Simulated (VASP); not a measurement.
# FeSi2 (P4/mmm) in VASP: vibrations by perturbation theory with LDA

Aim: the vibrations by perturbation theory of FeSi2 with LDA.

Program: VASP 6.6.1. These are calculated values, not measurements. Logs are shortened: lines on timing, memory, paths and dates and some standing lists are left out, and cuts for length are marked.

## Step 1: The cell of the first run

Symmetry: P4/mmm, No. 123, tetragonal system. Conventional cell: a = 2.662 Å, b = 2.662 Å, c = 5.065 Å, α = 90.00°, β = 90.00°, γ = 90.00°. Fe (site symmetry 4/mmm) has 8 Si at 2.33 Å and 4 Fe at 2.66 Å within 3.1 Å. Si (site symmetry 4mm) has 6 Si at 2.32 to 2.75 Å and 4 Fe at 2.33 Å within 3.1 Å.

## Step 2: Vibrations by perturbation theory, LDA

File INCAR:

```
ALGO     = Normal         # electronic algorithm
EDIFF    = 1E-8           # SCF threshold, eV
ENCUT    = 520            # plane-wave cutoff, eV
GGA      = CA             # functional
IBRION   = 8              # ionic algorithm
ISIF     = 2              # what is computed and relaxed
ISMEAR   = -1             # smearing method
LASPH    = True           # aspherical terms in the spheres
LCHARG   = False          # write CHGCAR
LREAL    = False          # projectors in reciprocal space
LWAVE    = False          # write WAVECAR
NBANDS   = 15             # bands
NELM     = 100            # most SCF steps
NSW      = 1              # ionic steps
PREC     = Accurate       # precision mode
SIGMA    = 0.15           # smearing width, eV
```

File KPOINTS:

```
k-points
0
Gamma
  16 16 8
```

File POSCAR:

```
FeSi2
1.0
    2.6620591415      0.0000000000      0.0000000000
    0.0000000000      2.6620591415      0.0000000000
    0.0000000000      0.0000000000      5.0654379231
Fe Si
1 2
Direct
    0.0000000000      0.0000000000      0.0000000000
    0.5000000000      0.5000000000      0.2710623481
    0.5000000000      0.5000000000      0.7289376519
```

Potentials or basis: VASP PAW LDA potentials, release 64 (Fe, Si).

Run with:

```console
cat potpaw_LDA.64/Fe/POTCAR potpaw_LDA.64/Si/POTCAR > POTCAR
mpirun -np 1 vasp_std > vasp.out
```

OUTCAR:

```text
EDIFF = 1E-8
   ENCUT = 520
   GGA = CA
   IBRION = 8
   ISIF = 2
   ISMEAR = -1
   LASPH = True
   LREAL = False
   NELM = 100
   NSW = 1
   PREC = Accurate

 ion  position               nearest neighbor table
   1  0.000  0.000  0.000-   2 2.33   3 2.33   2 2.33   3 2.33   2 2.33   3 2.33   2 2.33   3 2.33

   2  0.500  0.500  0.271-   3 2.32   1 2.33   1 2.33   1 2.33   1 2.33   3 2.75
   3  0.500  0.500  0.729-   2 2.32   1 2.33   1 2.33   1 2.33   1 2.33   2 2.75

  LATTYP: Found a simple tetragonal cell.
 ALAT       =     2.6620591415
 C/A-ratio  =     1.9028269673

  Lattice vectors:

 A1 = (   2.6620591415,   0.0000000000,   0.0000000000)
 A2 = (   0.0000000000,   2.6620591415,   0.0000000000)
 A3 = (   0.0000000000,   0.0000000000,   5.0654379231)

Analysis of symmetry for initial positions (statically):
=====================================================================
 Subroutine PRICEL returns:
 Original cell was already a primitive cell.

 Routine SETGRP: Setting up the symmetry group for a
 simple tetragonal supercell.

 Subroutine GETGRP returns: Found 16 space group operations
 (whereof 16 operations were pure point group operations)
 out of a pool of 16 trial point group operations.

The static configuration has the point symmetry D_4h.

Analysis of symmetry for dynamics (positions and initial velocities):
=====================================================================
 Subroutine PRICEL returns:
 Original cell was already a primitive cell.

 Routine SETGRP: Setting up the symmetry group for a
 simple tetragonal supercell.

 Subroutine GETGRP returns: Found 16 space group operations
 (whereof 16 operations were pure point group operations)
 out of a pool of 16 trial point group operations.

The dynamic configuration has the point symmetry D_4h.

 Subroutine INISYM returns: Found 16 space group operations
 (whereof 16 operations are pure point group operations),
 and found     1 'primitive' translations

----------------------------------------------------------------------------------------

                                     Primitive cell

  volume of cell :      35.8965

  direct lattice vectors                    reciprocal lattice vectors
     2.662059141  0.000000000  0.000000000     0.375649055  0.000000000  0.000000000
     0.000000000  2.662059141  0.000000000     0.000000000  0.375649055  0.000000000
     0.000000000  0.000000000  5.065437923     0.000000000  0.000000000  0.197416298

  length of vectors
     2.662059141  2.662059141  5.065437923     0.375649055  0.375649055  0.197416298

  position of ions in fractional coordinates (direct lattice)
     0.000000000  0.000000000  0.000000000
     0.500000000  0.500000000  0.271062348
     0.500000000  0.500000000  0.728937652

  ion indices of the primitive-cell ions
   primitive index   ion index
                 1           1
                 2           2
                 3           3

----------------------------------------------------------------------------------------

 KPOINTS: k-points

Automatic generation of k-mesh.
 Grid dimensions read from file:
 generate k-points for:   16   16    8

 Generating k-lattice:

  Cartesian coordinates                     Fractional coordinates (reciprocal lattice)
     0.023478066  0.000000000  0.000000000     0.062500000  0.000000000  0.000000000
     0.000000000  0.023478066  0.000000000     0.000000000  0.062500000  0.000000000
     0.000000000  0.000000000  0.024677037     0.000000000  0.000000000  0.125000000

  Length of vectors
[... 100 lines left out ...]
  ---------------------------------------------------
  free energy    TOTEN  =       -22.90052017 eV

  energy without entropy =      -22.81911916  energy(sigma->0) =      -22.85981966

 E-fermi :  10.2514     XC(G=0): -12.2550

 val. band max:       10.2478411370   @ k =   0.3125   0.2500   0.0000
 cond. band min:      10.2570609213   @ k =   0.5000   0.3750   0.1250
 fundamental gap:      0.0092197843
 Fermi energy:        10.2513601706

 k-point     1 :       0.0000    0.0000    0.0000
  band No.  band energies     occupation
      1      -3.8012      2.00000
      2       1.1061      2.00000
      3       2.2203      2.00000
      4       6.5756      2.00000
      5       8.6157      1.99996
      6       8.7522      1.99991
      7       8.7522      1.99991
      8       9.6746      1.95811
      9      14.9561      0.00000
     10      14.9561      0.00000
     11      17.0350      0.00000
     12      17.5444      0.00000
     13      18.4584      0.00000
     14      18.5597      0.00000
[... 401 lines left out ...]
      2       2.5404      2.00000
      3       3.4850      2.00000
      4       5.7273      2.00000
      5       6.3360      2.00000
      6       7.3080      2.00000
      7       8.3192      1.99999
      8       9.5208      1.98478
      9      10.4129      0.50819
     10      11.9092      0.00003
     11      12.7624      0.00000
     12      15.7138      0.00000
     13      18.7218      0.00000
     14      19.3234      0.00000
     15      21.3136      0.00000

 [... further k-points ...]
[... 5 lines left out ...]
  --------------------------------------------------------------------------------------
  -------------------------------------------------------------------------------------
  Total        0.1281331      0.1281331      0.1285970      0.0000000      0.0000000     -0.0000000
  in kB        5.7189904      5.7189904      5.7396975      0.0000000      0.0000000     -0.0000000
  external PRESSURE =       5.7258928 kB  Pullay stress =       0.0000000 kB

 VOLUME and BASIS-vectors are now :
 -----------------------------------------------------------------------------
  energy-cutoff  :      520.00
  volume of cell :       35.90
      direct lattice vectors                 reciprocal lattice vectors
     2.662059141  0.000000000  0.000000000     0.375649055  0.000000000  0.000000000
     0.000000000  2.662059141  0.000000000     0.000000000  0.375649055  0.000000000
     0.000000000  0.000000000  5.065437923     0.000000000  0.000000000  0.197416298

 POSITION                                       TOTAL-FORCE (eV/Angst)
 -----------------------------------------------------------------------------------
      0.00000      0.00000      0.00000         0.000000      0.000000      0.000000
      1.33103      1.33103      1.37305         0.000000      0.000000      0.035092
      1.33103      1.33103      3.69239        -0.000000     -0.000000     -0.035092
 -----------------------------------------------------------------------------------
    total drift:                                0.000000      0.000000      0.000000

  FREE ENERGIE OF THE ION-ELECTRON SYSTEM (eV)
  ---------------------------------------------------
  free  energy   TOTEN  =       -22.9005201737 eV

  energy  without entropy=      -22.8191191554  energy(sigma->0) =      -22.85981966

[... ionic steps 2 to 3 ...]

--------------------------------------- Ionic step        4  -------------------------------------------

------------------------ aborting loop because EDIFF is reached ----------------------------------------
[... 11 lines left out ...]
[... ionic steps 8 to 8 ...]

--------------------------------------- Ionic step        9  -------------------------------------------

 Free energy of the ion-electron system (eV)
  ---------------------------------------------------
  ---------------------------------------------------
  free energy    TOTEN  =        -0.03212708 eV

  energy without entropy =       -0.03214991

------------------------ aborting loop because EDIFF is reached ----------------------------------------

 INTERNAL STRAIN TENSOR  FOR ION    2  DIRECTION 3   (eV/Angst):
 -----------------------------------------------------------------------------
    -8.14706  0.00000  0.00000
     0.00000 -8.14706  0.00000
    -0.00000  0.00000  1.31197

 INTERNAL STRAIN TENSOR FOR ION    3 for displacements in x,y,z  (eV/Angst):
          X           Y           Z          XY          YZ          ZX
  --------------------------------------------------------------------------------
  x     0.00000     0.00000     0.00000     0.00000     0.00000     5.15720
  y     0.00000    -0.00000    -0.00000     0.00000     5.88160     0.00000
  z     8.14706     8.14706    -1.31197     0.00000     0.00000     0.00000

 SECOND DERIVATIVES (NOT SYMMETRIZED)
 ------------------------------------
               1X          1Y          1Z          2X          2Y          2Z          3X          3Y          3Z
  1X    -9.336919   -0.000000    0.000000    4.668460    0.000000    0.000000    4.668460    0.000000    0.000000
  1Y     0.000000   -9.336919    0.000000   -0.000000    4.668460    0.000000   -0.000000    4.668460    0.000000
  1Z    -0.000000    0.000000  -14.231607   -0.000000    0.000000    7.115803   -0.000000   -0.000000    7.115803
  2X     4.667948    0.000000    0.000000   -5.178117    0.000000    0.000000    0.510169    0.000000    0.000000
  2Y     0.000000    4.667948    0.000000    0.000000   -5.178117    0.000000    0.000000    0.510169    0.000000
  2Z     0.000000    0.000000    7.118055    0.000000    0.000000  -19.802302    0.000000   -0.000000   12.684248
  3X     4.667948    0.000000    0.000000    0.510169    0.000000    0.000000   -5.178117    0.000000    0.000000
  3Y     0.000000    4.667948    0.000000    0.000000    0.510169    0.000000    0.000000   -5.178117    0.000000
  3Z     0.000000    0.000000    7.118055    0.000000   -0.000000   12.684248    0.000000    0.000000  -19.802302

 Eigenvectors and eigenvalues of the dynamical matrix
 ----------------------------------------------------

   1 f  =   16.813778 THz   105.644083 2PiTHz  560.847266 cm-1    69.536167 meV
             X         Y         Z           dx          dy          dz
      0.000000  0.000000  0.000000     0.000000    0.000000    0.000000
      1.331030  1.331030  1.373049     0.000000    0.000000    0.707107
      1.331030  1.331030  3.692388    -0.000000   -0.000000   -0.707107
[... 43 lines left out ...]
   9 f/i=    0.000881 THz     0.005538 2PiTHz    0.029400 cm-1     0.003645 meV
             X         Y         Z           dx          dy          dz
      0.000000  0.000000  0.000000     0.000000   -0.000000   -0.706143
      1.331030  1.331030  1.373049     0.000000   -0.000000   -0.500681
      1.331030  1.331030  3.692388     0.000000   -0.000000   -0.500681

--------------------------------------------------------------------------------------------------------

 ELASTIC MODULI CONTR FROM IONIC RELAXATION (kBar)
 Direction    XX          YY          ZZ          XY          YZ          ZX
 --------------------------------------------------------------------------------
 XX        -182.3839   -182.3839     29.3704      0.0000     -0.0000      0.0000
 YY        -182.3839   -182.3839     29.3704      0.0000     -0.0000      0.0000
 ZZ          29.3704     29.3704     -4.7297      0.0000      0.0000     -0.0000
 XY           0.0000      0.0000      0.0000      0.0000      0.0000      0.0000
 YZ          -0.0000     -0.0000      0.0000      0.0000   -542.8720     -0.0000
 ZX           0.0000      0.0000     -0.0000      0.0000     -0.0000   -417.3826
 --------------------------------------------------------------------------------
```

Wall time 18 min (1 thread of Intel Xeon Platinum 8175M at 2.50GHz (Skylake/Cascade Lake), shared host); peak memory 0.91 GiB.

Results:

* Highest phonon frequency at Γ, LO-TO splitting left out: 561 cm⁻¹

Phonon frequencies in cm⁻¹ (negative: imaginary):
| q point | frequencies |
| --- | --- |
| (0.000, 0.000, 0.000) | 0 0 0 235 235 301 301 372 561 |

Spin polarisation is off, so any magnetic state and its effect on volume and gap are missing.
